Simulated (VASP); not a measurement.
# TeH2 in VASP: single point with SCAN

Aim: the single point of TeH2 with SCAN.

Program: VASP 6.6.1. These are calculated values, not measurements. Logs are shortened: lines on timing, memory, paths and dates and some standing lists are left out, and cuts for length are marked.

### Step 1. The cell of the first run

The cell holds a molecule in a box, 3 atoms: a = 11.000 Å, b = 11.000 Å, c = 10.000 Å, α = 90.00°, β = 90.00°, γ = 90.00°.

### Step 2. Single point, SCAN

File POSCAR:

```
TeH2
1.0
   11.0000000000      0.0000000000      0.0000000000
    0.0000000000     11.0000000000      0.0000000000
    0.0000000000      0.0000000000     10.0000000000
Te H
1 2
Direct
    0.5657545500      0.4415863600      0.5429100000
    0.5360000000      0.5891500000      0.5436200000
    0.4366090900      0.4146681800      0.4631800000
```

File INCAR.step1:

```
  ISMEAR = 0
  SIGMA = 0.03
  LWAVE = T
  LCHARG = T
  ISIF = 0
  NELM = 100
  ALGO = Normal
  PREC = Accurate
  LASPH = T
  LREAL = F
  EDIFF = 1E-5
  GGA_COMPAT = F
  ENCUT = 440
  EFERMI = MIDGAP
  NELMDL = -8
  GGA = PE
```

File INCAR.step2:

```
  METAGGA = SCAN
  ISMEAR = 0
  SIGMA = 0.03
  LWAVE = F
  LCHARG = F
  ISIF = 0
  NELM = 100
  ALGO = All
  PREC = Accurate
  LASPH = T
  LREAL = F
  EDIFF = 1E-6
  GGA_COMPAT = F
  ENCUT = 440
  EFERMI = MIDGAP
  NELMDL = -8
  LMIXTAU = T
  ISTART = 1
  ISEARCH = 1
```

File KPOINTS:

```
k-points
0
Gamma
  1 1 1
```

Potentials or basis: VASP PAW PBE potentials, release 64 (Te, H).

Run with:

```sh
cat potpaw_PBE.64/Te/POTCAR potpaw_PBE.64/H/POTCAR > POTCAR
cp INCAR.step1 INCAR
mpirun -np 1 vasp_gam > vasp.out
cp INCAR.step2 INCAR
mpirun -np 1 vasp_gam > vasp.out
```

OUTCAR:

```text
METAGGA = SCAN
   ISMEAR = 0
   ISIF = 0
   NELM = 100
   PREC = Accurate
   LASPH = T
   LREAL = F
   EDIFF = 1E-6
   ENCUT = 440
   EFERMI = MIDGAP
   NELMDL = -8
   ISTART = 1

 Found      1 irreducible k-points:

 Following reciprocal coordinates:
            Coordinates               Weight
  0.000000  0.000000  0.000000      1.000000
   k-points           NKPTS =      1   k-points in BZ     NKDIM =      1   number of bands    NBANDS=      8
   number of dos      NEDOS =    301   number of ions     NIONS =      3
   total plane-waves  NPLWV = 448000
   dimension x,y,z NGX =    80 NGY =   80 NGZ =   70
   dimension x,y,z NGXF=   160 NGYF=  160 NGZF=  140
   ions per type =               1   2
   NGX,Y,Z   is equivalent  to a cutoff of  12.09, 12.09, 11.64 a.u.
   NGXF,Y,Z  is equivalent  to a cutoff of  24.18, 24.18, 23.27 a.u.
 SYSTEM =  unknown system
   PREC   = accura    normal or accurate (medium, high low for compatibility)
   ISTART =      1    job   : 0-new  1-cont  2-samecut
   ICHARG =      0    charge: 1-file 2-atom 10-const
   ISPIN  =      1    spin polarized calculation?
   LNONCOLLINEAR =      F non collinear calculations
   LSORBIT =      F    spin-orbit coupling
   LASPH  =      T    aspherical Exc in radial PAW
   ENCUT  =  440.0 eV  32.34 Ry    5.69 a.u.  18.81 18.81 17.10*2*pi/ulx,y,z
   NELM   =    100;   NELMIN=  2; NELMDL= -8     # of ELM steps
   EDIFF  = 0.1E-05   stopping-criterion for ELM
   LREAL  =      F    real-space projection
   EDIFFG = 0.1E-04   stopping-criterion for IOM
   NSW    =      0    number of steps for IOM
   IBRION =     -1    ionic relax: 0-MD 1-quasi-New 2-CG
   NFREE  =      0    steps in history (QN), initial steepest desc. (CG)
   ISIF   =      0    stress and relaxation
   ISYM   =      2    0-nonsym 1-usesym 2-fastsym
   POTIM  = 0.5000    time-step for ionic-motion
   TEBEG  =    0.0;   TEEND  =   0.0 temperature during run

   SCALEE = 1.0000    scale energy and forces
   PSTRESS=    0.0 pullay stress
   NELECT =       8.0000    total number of electrons
   NUPDOWN=      -1.0000    fix difference up-down
   EMIN   =  10.00;   EMAX   =-10.00  energy-range for DOS
   EFERMI =   0.00;   METHOD = MIDGAP
   ISMEAR =     0;   SIGMA  =   0.03  broadening in eV -4-tet -1-fermi 0-gaus
   EFERMI_NEDOS =   21; number of points for ismear=-14 and -15
   IALGO  =     58    algorithm
   IMIX   =      4    mixing-type and parameters
     AMIX     =   0.40;   BMIX     =  1.00
     AMIX_MAG =   1.60;   BMIX_MAG =  1.00
  volume/ion in A,a.u.               =     403.33      2721.83
  Fermi-wavevector in a.u.,A,eV,Ry     =   0.307263  0.580642  1.284530  0.094410
  Thomas-Fermi vector in A             =   1.181976
   LORBIT       =      0    0 simple, 1 ext, 2 COOP (PROOUT), +10 PAW based schemes
   METAGGA = SCAN    functional components
   LHFCALC =     F    Hartree Fock is set to
   AEXX    =    0.0000 exact exchange contribution
   IVDW    =     0    specifies the selected vdW correction
   LEPSILON=     F    determine dielectric tensor
   LRPA    =     F    only Hartree local field effects (RPA)

   CSHIFT  =0.1000    complex shift for real part using Kramers Kronig

   OMEGAMAX=  -1.0    maximum frequency
 non-spin polarized calculation
 Gauss-broadening in eV      SIGMA  =   0.03
  energy-cutoff  :      440.00
  volume of cell :     1210.00
 maximum number of plane-waves:     12664
 NGX is ok and might be reduce to    80
   NGX = 37   NGY = 37   NGZ = 35

 number of electron       8.0000002 magnetization

 Free energy of the ion-electron system (eV)
  ---------------------------------------------------
  ext. energy  EPLUGINS =         0.00000000
  ---------------------------------------------------
  free energy    TOTEN  =       -43.25292678 eV

  energy without entropy =      -43.25292678  energy(sigma->0) =      -43.25292678

 E-fermi :  -3.2352     XC(G=0):  -0.5591

 val. band max:       -5.4463264637   @ k =   0.0000   0.0000   0.0000
 cond. band min:      -1.0230839772   @ k =   0.0000   0.0000   0.0000
 fundamental gap:      4.4232424864
 Fermi energy:        -3.2352019094

 k-point     1 :       0.0000    0.0000    0.0000
  band No.  band energies     occupation
      1     -16.3863      2.00000
      2      -9.6581      2.00000
      3      -8.3051      2.00000
      4      -5.4463      2.00000
      5      -1.0231      0.00000
      6      -0.4132      0.00000
      7       0.6149      0.00000
      8       1.3869      0.00000

------------------------ aborting loop because EDIFF is reached ----------------------------------------

 VOLUME and BASIS-vectors are now :
 -----------------------------------------------------------------------------
  energy-cutoff  :      440.00
  volume of cell :     1210.00
      direct lattice vectors                 reciprocal lattice vectors
    11.000000000  0.000000000  0.000000000     0.090909091  0.000000000  0.000000000
     0.000000000 11.000000000  0.000000000     0.000000000  0.090909091  0.000000000
     0.000000000  0.000000000 10.000000000     0.000000000  0.000000000  0.100000000

 POSITION                                       TOTAL-FORCE (eV/Angst)
 -----------------------------------------------------------------------------------
      6.22330      4.85745      5.42910         0.104879     -0.076773      0.046755
      5.89600      6.48065      5.43620        -0.031711      0.073217     -0.007593
      4.80270      4.56135      4.63180        -0.073168      0.003556     -0.039161
 -----------------------------------------------------------------------------------
    total drift:                                0.001872      0.000717     -0.002170

  FREE ENERGIE OF THE ION-ELECTRON SYSTEM (eV)
  ---------------------------------------------------
  free  energy   TOTEN  =       -43.2529267819 eV

  energy  without entropy=      -43.2529267819  energy(sigma->0) =      -43.25292678
```

Wall time 2.1 min (1 thread of Intel Xeon 6975P-C (Granite Rapids), shared host); peak memory 0.89 GiB.

Results:

| Item | Value |
| --- | --- |
| Free energy | -43.2529 eV |
| Largest force | 0.138 eV/Å |
| Gap between the frontier levels | 4.42 eV |

Forces in eV/Å, atoms in the order of the input:
```
Te   0.105 -0.077  0.047
H   -0.032  0.073 -0.008
H   -0.073  0.004 -0.039
```

Caveat: the PAW data sets were made with another functional, which shifts forces and pressure a little; spin-orbit coupling is left out, which moves the levels of the heavy elements.
